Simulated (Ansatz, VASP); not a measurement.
**Si3Ge in VASP and in Ansatz**

INCAR

```
PREC = Accurate
ENCUT = 500
EDIFF = 1E-6
ISMEAR = 0
SIGMA = 0.1
LREAL = False
LASPH = True
NELM = 120
ALGO = Normal
ISIF = 2
LWAVE = False
LCHARG = True
GGA = PE
LELF = True
LVHAR = True
NBANDS = 36
GGA_COMPAT = False
```

Contents of KPOINTS:

```
Automatic mesh
0
Gamma
  4 4 2
```

POSCAR

```
Si3Ge
1.0
   -3.9123760691      0.0000000000      0.0000000000
    0.0000000000      0.0000000000     -5.5320638552
    0.0000000000     -7.8247521382      0.0000000000
Si Ge
6 2
Direct
    0.0000000000      0.2558713853      0.7500000000
    0.0000000000      0.2558713853      0.2500000000
    0.5000000000      0.7441286147      1.0000000000
    0.5000000000      0.7441286147      0.5000000000
    0.5000000000      0.5000000000      0.7500000000
    0.5000000000      0.5000000000      0.2500000000
    1.0000000000      0.0000000000      1.0000000000
    1.0000000000      0.0000000000      0.5000000000
```

Input for Ansatz:

```yaml
crystal:
  lattice:
    - [-3.9123760691, 0.0, 0.0]
    - [0.0, 0.0, -5.5320638552]
    - [0.0, -7.8247521382, 0.0]
  atoms:
    - { symbol: Si, position: [0.0, 0.2558713853, 0.75] }
    - { symbol: Si, position: [0.0, 0.2558713853, 0.25] }
    - { symbol: Si, position: [0.5, 0.7441286147, 1.0] }
    - { symbol: Si, position: [0.5, 0.7441286147, 0.5] }
    - { symbol: Si, position: [0.5, 0.5, 0.75] }
    - { symbol: Si, position: [0.5, 0.5, 0.25] }
    - { symbol: Ge, position: [1.0, 0.0, 1.0] }
    - { symbol: Ge, position: [1.0, 0.0, 0.5] }
basis:
  ecutwfc: 420
kpoints:
  mp_grid: { grid: [4, 4, 2] }
hamiltonian:
  xc: pbe
scf:
  occupations: { method: gaussian, width: 0.1 }
  lower_state_search: "off"
output:
  forces: true
  stress: true
  eigenvalues: true
```

Alike in both runs: task single point; functional PBE; k mesh 4 × 4 × 2; occupations gaussian, width 0.1 eV; no spin polarisation.

```csv
,VASP,Ansatz
version,VASP 6.6.1,Ansatz 0.2.0
potentials or method,"VASP PAW PBE potentials, release 64 (Si, Ge_d), cutoff 500 eV","scalar-relativistic, plane waves, PAW"
valence electrons in the cell,52,52
```

```csv
,VASP,Ansatz,Ansatz less VASP
gap on the k mesh at the Fermi level (eV),0.38,0.38,-0.002
least direct gap on the mesh (eV),0.67,0.67,-0.002
pressure (GPa),0.0,0.1,+0.12
"traceless stress, the component that is largest in VASP (GPa)",-0.92,-0.92,-0.002
rms of the force components (eV/Å),0.004,0.004,+0.0003
```

Atom by atom the forces differ by 0.000 eV/Å (rms over components).
